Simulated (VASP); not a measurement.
Input of a VASP 6.6.1 run:

INCAR

```
SYSTEM = InTe4
ALGO = Normal ; EDIFF = 1E-6
ENCUT = 520 ; GGA = PE
ISIF = 2 ; ISMEAR = 0
LASPH = .TRUE. ; LCHARG = .FALSE.
LREAL = .FALSE. ; LWAVE = .FALSE.
NBANDS = 26 ; NELM = 80
PREC = Accurate ; SIGMA = 0.1
```

File KPOINTS:

```
k-points
0
G
  8 8 8
  0 0 0
```

POSCAR

```
InTe4
1.0
   -3.0735293252      3.0735293252      5.6669225841
    3.0735293252     -3.0735293252      5.6669225841
    3.0735293252      3.0735293252     -5.6669225841
In Te
1 4
Direct
    0.0000000000      0.0000000000      0.0000000000
    0.5000000000      0.5000000000      0.5000000000
    0.0000000000      0.0000000000      0.5000000000
    0.5000000000      0.0000000000      0.0000000000
    0.0000000000      0.5000000000      0.0000000000
```

Potentials or basis: VASP PAW PBE potentials, release 64 (In_d, Te).

Command:

```bash
$ cat potpaw_PBE.64/In_d/POTCAR potpaw_PBE.64/Te/POTCAR > POTCAR
$ mpirun -np 1 vasp_std > vasp.out
```

(1) Estimate the band gap on the k mesh.

(2) Estimate the pressure.

## Answers

(1) zero (an odd number of electrons rules out a gap without spin polarisation).

(2) 0.0 GPa.

Caveat: spin-orbit coupling is left out, which moves the levels of the heavy elements; an odd number of electrons without spin polarisation forces a metal; a magnetic or distorted state may lie lower.
